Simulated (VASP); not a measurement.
# Cu (Cmcm) in VASP: single point with r2SCAN

Aim: the single point of Cu with r2SCAN.

Everything below comes from runs of VASP 6.6.1. Logs are shortened: lines on timing, memory, paths and dates and some standing lists are left out, and cuts for length are marked.

## 1. The cell of the first run

Symmetry: Cmcm, No. 63, orthorhombic system. The conventional cell has a = 2.382 Å, b = 4.389 Å, c = 4.113 Å, α = 90.00°, β = 90.00°, γ = 90.00°. Cu (site symmetry m2m) has 12 Cu at 2.38 to 2.52 Å within 3.1 Å.

## 2. Single point, r2SCAN (strain -0.0600 x Voigt [1, 0, 0, 0, 0, 0])

The input, POSCAR:

```
Cu
1.0
    2.3820508696      0.0000000000      0.0000000000
   -1.1910254348      2.1945920917      0.0000000000
    0.0000000000      0.0000000000      4.1125710000
Cu
2
Direct
    0.3333333333      0.6666666667      0.2500000000
    0.6666666667      0.3333333333      0.7500000000
```

The input, INCAR.step1:

```
SYSTEM = Cu
  ALGO = Normal
  EDIFF = 1E-4
  ENCUT = 520
  GGA = PE
  ISMEAR = 0
  LASPH = .TRUE.
  LCHARG = .FALSE.
  LREAL = .FALSE.
  LWAVE = .TRUE.
  NBANDS = 18
  NELM = 100
  PREC = Accurate
  SIGMA = 0.15
```

The input, INCAR.step2:

```
SYSTEM = Cu
  ALGO = Normal
  EDIFF = 1E-6
  ENCUT = 520
  ISIF = 2
  ISMEAR = 0
  ISTART = 1
  LASPH = .TRUE.
  LCHARG = .FALSE.
  LMIXTAU = .TRUE.
  LREAL = .FALSE.
  LWAVE = .FALSE.
  METAGGA = R2SCAN
  NBANDS = 18
  NELM = 100
  PREC = Accurate
  SIGMA = 0.15
```

The input, KPOINTS:

```
k-points
0
G
  24 24 12
  0 0 0
```

Potentials or basis: VASP PAW PBE potentials, release 64 (Cu).

Command:

```
$ cat potpaw_PBE.64/Cu/POTCAR > POTCAR
$ cp INCAR.step1 INCAR
$ mpirun -np 1 vasp_std > vasp.out
$ cp INCAR.step2 INCAR
$ mpirun -np 1 vasp_std > vasp.out
```

OUTCAR:

```text
SYSTEM = Cu
   EDIFF = 1E-6
   ENCUT = 520
   ISIF = 2
   ISMEAR = 0
   ISTART = 1
   LASPH = .TRUE.
   LREAL = .FALSE.
   METAGGA = R2SCAN
   NELM = 100
   PREC = Accurate

 ion  position               nearest neighbor table
   1  0.333  0.667  0.250-   2 2.49   2 2.49   2 2.49   2 2.49   2 2.52   2 2.52
   2  0.667  0.333  0.750-   1 2.49   1 2.49   1 2.49   1 2.49   1 2.52   1 2.52

  LATTYP: Found a base centered orthorhombic cell.
 ALAT       =     2.3820508696
 B/A-ratio  =     1.8426072421
 C/A-ratio  =     1.7264832806

  Lattice vectors:

 A1 = (   1.1910254348,  -2.1945920917,   0.0000000000)
 A2 = (   1.1910254348,   2.1945920917,   0.0000000000)
 A3 = (   0.0000000000,   0.0000000000,   4.1125710000)

Analysis of symmetry for initial positions (statically):
=====================================================================
 Subroutine PRICEL returns:
 Original cell was already a primitive cell.

 Routine SETGRP: Setting up the symmetry group for a
 base centered orthorhombic supercell.

 Subroutine GETGRP returns: Found  8 space group operations
 (whereof  4 operations were pure point group operations)
 out of a pool of  8 trial point group operations.

The static configuration has the point symmetry C_2h.
 The point group associated with its full space group is D_2h.

Analysis of symmetry for dynamics (positions and initial velocities):
=====================================================================
 Subroutine PRICEL returns:
 Original cell was already a primitive cell.

 Routine SETGRP: Setting up the symmetry group for a
 base centered orthorhombic supercell.

 Subroutine GETGRP returns: Found  8 space group operations
 (whereof  4 operations were pure point group operations)
 out of a pool of  8 trial point group operations.

The dynamic configuration has the point symmetry C_2h.
 The point group associated with its full space group is D_2h.

 Subroutine INISYM returns: Found  8 space group operations
 (whereof  4 operations are pure point group operations),
 and found     1 'primitive' translations

----------------------------------------------------------------------------------------

                                     Primitive cell

  volume of cell :      21.4990

  direct lattice vectors                    reciprocal lattice vectors
     2.382050870  0.000000000  0.000000000     0.419806316  0.227832772  0.000000000
    -1.191025435  2.194592092  0.000000000     0.000000000  0.455665544  0.000000000
     0.000000000  0.000000000  4.112571000     0.000000000  0.000000000  0.243156896

  length of vectors
     2.382050870  2.496953351  4.112571000     0.477645386  0.455665544  0.243156896

  position of ions in fractional coordinates (direct lattice)
     0.333333333  0.666666667  0.250000000
     0.666666667  0.333333333  0.750000000

  ion indices of the primitive-cell ions
   primitive index   ion index
                 1           1
                 2           2

----------------------------------------------------------------------------------------

 KPOINTS: k-points

Automatic generation of k-mesh.
 Grid dimensions read from file:
 generate k-points for:   24   24   12

 Generating k-lattice:

  Cartesian coordinates                     Fractional coordinates (reciprocal lattice)
     0.017491930  0.009493032  0.000000000     0.041666667 -0.000000000  0.000000000
     0.000000000  0.018986064  0.000000000     0.000000000  0.041666667  0.000000000
     0.000000000  0.000000000  0.020263075     0.000000000  0.000000000  0.083333333

  Length of vectors
     0.019901891  0.018986064  0.020263075

  Shift w.r.t. Gamma in fractional coordinates (k-lattice)
     0.000000000  0.000000000  0.000000000

 Subroutine IBZKPT returns following result:
 ===========================================

 Found   1099 irreducible k-points:

 Following reciprocal coordinates:
            Coordinates               Weight
  0.000000  0.000000  0.000000      1.000000
  0.041667 -0.000000  0.000000      4.000000
  0.083333  0.000000  0.000000      4.000000
  0.125000  0.000000  0.000000      4.000000
  0.166667  0.000000  0.000000      4.000000
  0.208333  0.000000  0.000000      4.000000
[... 16 lines left out ...]
  0.375000  0.041667  0.000000      4.000000
  0.416667  0.041667  0.000000      4.000000
 [... further k-points ...]
   k-points           NKPTS =   1099   k-points in BZ     NKDIM =   1099   number of bands    NBANDS=     18
   number of dos      NEDOS =    301   number of ions     NIONS =      2
   total plane-waves  NPLWV =  11520
   dimension x,y,z NGX =    18 NGY =   20 NGZ =   32
   dimension x,y,z NGXF=    36 NGYF=   40 NGZF=   64
   ions per type =               2
   NGX,Y,Z   is equivalent  to a cutoff of  12.56, 13.32, 12.94 a.u.
   NGXF,Y,Z  is equivalent  to a cutoff of  25.12, 26.63, 25.87 a.u.
 SYSTEM =  Cu
   PREC   = accura    normal or accurate (medium, high low for compatibility)
   ISTART =      1    job   : 0-new  1-cont  2-samecut
   ICHARG =      0    charge: 1-file 2-atom 10-const
   ISPIN  =      1    spin polarized calculation?
   LNONCOLLINEAR =      F non collinear calculations
   LSORBIT =      F    spin-orbit coupling
   LASPH  =      T    aspherical Exc in radial PAW
   ENCUT  =  520.0 eV  38.22 Ry    6.18 a.u.   4.43  4.64  7.65*2*pi/ulx,y,z
   NELM   =    100;   NELMIN=  2; NELMDL=  0     # of ELM steps
   EDIFF  = 0.1E-05   stopping-criterion for ELM
   LREAL  =      F    real-space projection
   EDIFFG = 0.1E-04   stopping-criterion for IOM
   NSW    =      0    number of steps for IOM
   IBRION =     -1    ionic relax: 0-MD 1-quasi-New 2-CG
   NFREE  =      0    steps in history (QN), initial steepest desc. (CG)
   ISIF   =      2    stress and relaxation
   ISYM   =      2    0-nonsym 1-usesym 2-fastsym
   POTIM  = 0.5000    time-step for ionic-motion
   TEBEG  =    0.0;   TEEND  =   0.0 temperature during run
   PSTRESS=    0.0 pullay stress
   NELECT =      22.0000    total number of electrons
   NUPDOWN=      -1.0000    fix difference up-down
   EMIN   =  10.00;   EMAX   =-10.00  energy-range for DOS
   EFERMI =   0.00;   METHOD = LEGACY
   ISMEAR =     0;   SIGMA  =   0.15  broadening in eV -4-tet -1-fermi 0-gaus
   EFERMI_NEDOS =   21; number of points for ismear=-14 and -15
   IALGO  =     38    algorithm
   IMIX   =      4    mixing-type and parameters
     AMIX     =   0.40;   BMIX     =  1.00
     AMIX_MAG =   1.60;   BMIX_MAG =  1.00
  volume/ion in A,a.u.               =      10.75        72.54
  Fermi-wavevector in a.u.,A,eV,Ry     =   1.649718  3.117514 37.029189  2.721569
  Thomas-Fermi vector in A             =   2.738790
   LORBIT       =      0    0 simple, 1 ext, 2 COOP (PROOUT), +10 PAW based schemes
   METAGGA = R2SCAN    functional components
   LHFCALC =     F    Hartree Fock is set to
   AEXX    =    0.0000 exact exchange contribution
   IVDW    =     0    specifies the selected vdW correction
   LEPSILON=     F    determine dielectric tensor
   LRPA    =     F    only Hartree local field effects (RPA)
 non-spin polarized calculation
 Gauss-broadening in eV      SIGMA  =   0.15
  energy-cutoff  :      520.00
  volume of cell :       21.50
 maximum number of plane-waves:       604
 NGX is ok and might be reduce to    18
   NGX =  9   NGY =  9   NGZ = 15

 number of electron      21.9999988 magnetization

 Free energy of the ion-electron system (eV)
  ---------------------------------------------------
  ext. energy  EPLUGINS =         0.00000000
  ---------------------------------------------------
  free energy    TOTEN  =       -21.55226044 eV

  energy without entropy =      -21.54602954  energy(sigma->0) =      -21.54914499

 E-fermi :   8.6348     XC(G=0): -14.3868

 val. band max:        8.6292923067   @ k =   0.0000   0.2500   0.2500
 cond. band min:       8.6502717413   @ k =   0.3750   0.1250   0.3333
 fundamental gap:      0.0209794346
 Fermi energy:         8.6348233634

 k-point     1 :       0.0000    0.0000    0.0000
  band No.  band energies     occupation
      1      -1.8199      2.00000
      2       2.7445      2.00000
      3       4.9487      2.00000
      4       5.0275      2.00000
      5       5.2281      2.00000
      6       5.4795      2.00000
[... 10 lines left out ...]
     17      33.7960      0.00000
     18      34.5945      0.00000

 k-point     2 :       0.0417   -0.0000    0.0000
  band No.  band energies     occupation
      1      -1.7539      2.00000
      2       2.7857      2.00000
      3       4.9500      2.00000
      4       5.0518      2.00000
      5       5.2407      2.00000
      6       5.4769      2.00000
[... 10 lines left out ...]
     17      33.8574      0.00000
     18      33.9551      0.00000

 k-point     3 :       0.0833    0.0000    0.0000
  band No.  band energies     occupation
      1      -1.5570      2.00000
      2       2.9051      2.00000
      3       4.9398      2.00000
      4       5.1261      2.00000
      5       5.2744      2.00000
      6       5.4785      2.00000
[... 10 lines left out ...]
     17      34.0206      0.00000
     18      34.6253      0.00000

 k-point     4 :       0.1250    0.0000    0.0000
  band No.  band energies     occupation
      1      -1.2330      2.00000
      2       3.0893      2.00000
      3       4.8946      2.00000
      4       5.2469      2.00000
      5       5.2624      2.00000
      6       5.3061      2.00000
[... 375 lines left out ...]
      4       4.7647      2.00000
      5       5.2099      2.00000
      6       5.3422      2.00000
[... 10 lines left out ...]
     17      25.6289      0.00000
     18      30.8404      0.00000

 k-point    23 :       0.3750    0.0417    0.0000
  band No.  band energies     occupation
      1       2.6428      2.00000
      2       3.5208      2.00000
      3       3.6897      2.00000
      4       4.9165      2.00000
      5       5.1312      2.00000
      6       5.2922      2.00000
[... 10 lines left out ...]
     17      24.0345      0.00000
     18      30.4701      0.00000

 k-point    24 :       0.4167    0.0417    0.0000
  band No.  band energies     occupation
      1       2.9829      2.00000
      2       3.4332      2.00000
      3       3.6123      2.00000
      4       5.0651      2.00000
      5       5.1018      2.00000
      6       5.2677      2.00000
[... 10 lines left out ...]
     17      22.8054      0.00000
     18      30.2189      0.00000

 [... further k-points ...]

------------------------ aborting loop because EDIFF is reached ----------------------------------------

  FORCE on cell =-STRESS in cart. coord.  units (eV):
  Direction    XX          YY          ZZ          XY          YZ          ZX
  --------------------------------------------------------------------------------------
  -------------------------------------------------------------------------------------
  Total        2.8441658      1.2144514      1.3102147      0.0000000      0.0000000      0.0000000
  in kB      211.9567431     90.5049823     97.6415821      0.0000000      0.0000000      0.0000000
  external PRESSURE =     133.3677692 kB  Pullay stress =       0.0000000 kB

 VOLUME and BASIS-vectors are now :
 -----------------------------------------------------------------------------
  energy-cutoff  :      520.00
  volume of cell :       21.50
      direct lattice vectors                 reciprocal lattice vectors
     2.382050870  0.000000000  0.000000000     0.419806316  0.227832772  0.000000000
    -1.191025435  2.194592092  0.000000000     0.000000000  0.455665544  0.000000000
     0.000000000  0.000000000  4.112571000     0.000000000  0.000000000  0.243156896

 POSITION                                       TOTAL-FORCE (eV/Angst)
 -----------------------------------------------------------------------------------
     -0.00000      1.46306      1.02814         0.000000      0.126969     -0.000000
      1.19103      0.73153      3.08443        -0.000000     -0.126969      0.000000
 -----------------------------------------------------------------------------------
    total drift:                                0.000000     -0.000000      0.000000

  FREE ENERGIE OF THE ION-ELECTRON SYSTEM (eV)
  ---------------------------------------------------
  free  energy   TOTEN  =       -21.5522604369 eV

  energy  without entropy=      -21.5460295447  energy(sigma->0) =      -21.54914499
```

Wall time 41 min (1 thread of Intel Xeon 8259CL, shared host); peak memory 0.44 GiB.

What came out:

```
Free energy            : -21.5523 eV
Pressure               : 13.3 GPa
Largest force          : 0.127 eV/Å
Band gap on the k mesh : zero (bands 11 and 12 overlap by 6.71 eV)
```

Forces in eV/Å, atoms in the order of the input:
```
Cu   0.000  0.127  0.000
Cu   0.000 -0.127  0.000
```

Caveat: the cell differs from its parent crystal (strain -0.0600 x Voigt [1, 0, 0, 0, 0, 0]); the stress differs along the axes, from 9 to 21 GPa; the PAW data sets were made with another functional, which shifts forces and pressure a little.

The gap in the log of VASP goes by the Fermi energy; the results here count the filled bands.